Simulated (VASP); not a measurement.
Input of a VASP 6.6.1 run:

Contents of INCAR:

```
SYSTEM = SiC
PREC     = Accurate       ! precision mode
ENCUT    = 520            ! plane-wave cutoff, eV
EDIFF    = 1E-7           ! SCF threshold, eV
ISMEAR   = 0              ! smearing method
SIGMA    = 0.05           ! smearing width, eV
LREAL    = .FALSE.        ! projectors in reciprocal space
LASPH    = .TRUE.         ! aspherical terms in the spheres
NELM     = 60             ! most SCF steps
ALGO     = Normal         ! electronic algorithm
ISIF     = 2              ! what is computed and relaxed
LWAVE    = .FALSE.        ! write WAVECAR
LCHARG   = .FALSE.        ! write CHGCAR
GGA      = PE             ! functional
NBANDS   = 16             ! bands
```

The input KPOINTS:

```
regular mesh
0
G
  12 12 6
  0 0 0
```

POSCAR

```
SiC
1.0
    3.0759982064      0.0000000000      0.0000000000
   -1.5379991032      2.6638925888      0.0000000000
    0.0000000000      0.0000000000      5.0480000000
Si C
2 2
Direct
    0.3614876217      0.7229752433      0.0000000000
    0.6385123783      0.2770247567      0.5000000000
    0.3076365685      0.6152731371      0.3850000000
    0.6923634315      0.3847268629      0.8850000000
```

Potentials or basis: VASP PAW PBE potentials, release 64 (Si, C).

The run is started by

```console
$ cat potpaw_PBE.64/Si/POTCAR potpaw_PBE.64/C/POTCAR > POTCAR
$ mpirun -np 1 vasp_std > vasp.out
```

(1) Estimate the band gap on the k mesh.

(2) Estimate the pressure.

(3) Predict the largest force.

Answers

(1) 2.03 eV (least direct gap 4.17 eV).

(2) 3.2 GPa.

(3) 1.345 eV/Å.

Caveat: the cell differs from its parent crystal (atoms displaced along a vibrational mode); the cell stands under pressure; forces of over 1 eV/Å act on the atoms, so gaps and moduli don't describe the material at rest.
